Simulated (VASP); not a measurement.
Runs of VASP 6.6.1 on As. The structure is that of space group Im-3m (No. 229), or close to it. The cells are those of the table. 

```csv
cell,gap on the mesh (eV),pressure (GPa)
"a = 2.747 Å, angles 109.5°, 1 atom",none,(a)
"a = 2.904 Å, angles 109.5°, 1 atom",none,(b)
"a = 2.788 Å, angles 109.5°, 1 atom",none,9.8
"a = 2.867 Å, angles 109.5°, 1 atom",none,0.2
"a = 2.941 Å, angles 109.5°, 1 atom",none,-5.8
"a = 2.977 Å, angles 109.5°, 1 atom",none,-8.0
```

Alike in all rows: task single point; level PBEsol; potentials or basis VASP PAW PBE potentials, release 64 (As); no spin polarisation; k mesh 15 × 15 × 15; cutoff (eV) 520; smearing fermi-dirac 0.1 eV.

Q: Estimate the missing entries.

A: (a) 16.5; (b) -3.1.

Caveats: the PAW data sets were made with another functional, which shifts forces and pressure a little.

A k mesh can miss the band edges, and the runs leave out spin-orbit coupling on As.

A gap of «none» marks levels without a gap at the run's occupations.
